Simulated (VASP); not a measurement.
**Be3Hg: relaxation of cell and atoms with PBE**

The system is Be3Hg.

```
Be Hg
1.0
     3.60208    0.00000    0.00000
     0.00000    3.60208    0.00000
     0.00000    0.00000    3.60208
Be Hg
3 1
Direct
  0.00000 0.50000 0.50000
  0.50000 0.00000 0.50000
  0.50000 0.50000 0.00000
  0.00000 0.00000 0.00000
```

- Program: VASP 6.6.1
- Task: relaxation of cell and atoms
- Functional: PBE
- Potentials or basis: VASP PAW PBE potentials, release 64 (Be, Hg)
- Cutoff: 600 eV
- k mesh: 14 × 14 × 14
- Occupations: gaussian, width 0.1 eV
- Spin: no spin polarisation
- Dipole correction: no
- Further INCAR settings: ALGO = Normal; EDIFF = 1e-07; IBRION = 2; EDIFFG = -0.01; NSW = 100; ISIF = 3

* Pressure after relaxing: 0.0 GPa
* Band gap on the k mesh: zero (band 9 reaches 7.18 eV, above the bottom of band 10 at 2.74 eV)

Final structure:
```
CELL_PARAMETERS angstrom
3.60208 0.00000 0.00000
0.00000 3.60208 0.00000
0.00000 0.00000 3.60208
ATOMIC_POSITIONS crystal
Be 0.00000 0.50000 0.50000
Be 0.50000 0.00000 0.50000
Be 0.50000 0.50000 0.00000
Hg 0.00000 0.00000 0.00000
```

Levels at points of the mesh, in eV from the Fermi level:
```tsv
k point	band 6	band 7	band 8	band 9	band 10	band 11	band 12	band 13
(0.00, 0.00, 0.00)	-8.47	-2.16	-2.16	-2.16	1.77	4.36	4.36	5.85
(0.50, 0.00, 0.00)	-7.82	-7.62	1.13	1.13	1.86	1.86	3.01	4.75
(0.50, 0.50, 0.00)	-6.15	-5.48	-5.48	-3.58	3.04	4.92	4.92	5.98
(0.50, 0.50, 0.50)	-4.19	-4.19	-4.19	-4.14	-3.29	0.81	0.81	0.81
```

Run time: 63 s on 1 thread of Intel(R) Xeon(R) Platinum 8259CL CPU @ 2.50GHz (Skylake/Cascade Lake), on a shared host, peak memory 0.24 GiB.

Caveat: the relaxation stopped at its first step, so nothing moved; spin-orbit coupling is left out, which moves the levels of the heavy elements.
